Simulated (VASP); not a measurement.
Set up this calculation in VASP 6.6.1, as the native input.

```
Task                   : single point
Functional             : revPBE
Dispersion             : D3(BJ)
Potentials or basis    : VASP PAW PBE potentials, release 64 (Li_sv, Sr_sv, H)
Cutoff                 : 520 eV
k mesh                 : 4 × 4 × 4
Occupations            : gaussian, width 0.01 eV
Spin                   : no spin polarisation
Dipole correction      : no
Further INCAR settings : ALGO = Normal; EDIFF = 1e-07; NBANDS = 16
```

The structure of SrLiH3 lies in POSCAR:

```
SrLiH3
1.0
    4.5930842713      0.0000000000      0.0000000000
    0.0000000000      4.5930842713      0.0000000000
    0.0000000000      0.0000000000      4.5930842713
Li Sr H
1 1 3
Direct
    0.0000000000      0.0000000000      0.0000000000
    0.5000000000      0.5000000000      0.5000000000
    0.0000000000      0.5000000000      0.5000000000
    0.5000000000      0.0000000000      0.5000000000
    0.5000000000      0.5000000000      0.0000000000
```

One way to write it, as run:

INCAR

```
PREC     = Accurate       # precision mode
ENCUT    = 520            # plane-wave cutoff, eV
EDIFF    = 1E-7           # SCF threshold, eV
ISMEAR   = 0              # smearing method
SIGMA    = 0.01           # smearing width, eV
LREAL    = F              # projectors in reciprocal space
LASPH    = T              # aspherical terms in the spheres
NELM     = 100            # most SCF steps
ALGO     = Normal         # electronic algorithm
ISIF     = 2              # what is computed and relaxed
LWAVE    = F              # write WAVECAR
LCHARG   = F              # write CHGCAR
GGA      = RE             # functional
IVDW     = 12             # dispersion correction
NBANDS   = 16             # bands
```

KPOINTS

```
Automatic mesh
0
Gamma
  4 4 4
```

Potentials or basis: VASP PAW PBE potentials, release 64 (Li_sv, Sr_sv, H).

Run with:

```bash
$ cat potpaw_PBE.64/Li_sv/POTCAR potpaw_PBE.64/Sr_sv/POTCAR potpaw_PBE.64/H/POTCAR > POTCAR
$ mpirun -np 1 vasp_std > vasp.out
```

It gave:

* Band gap on the k mesh: 1.91 eV (least direct gap 2.32 eV)
* Dispersion energy per atom: -0.173 eV

Wall time 33 s on 1 thread of AMD EPYC 7R13, with other jobs on the host, peak memory 0.22 GiB.
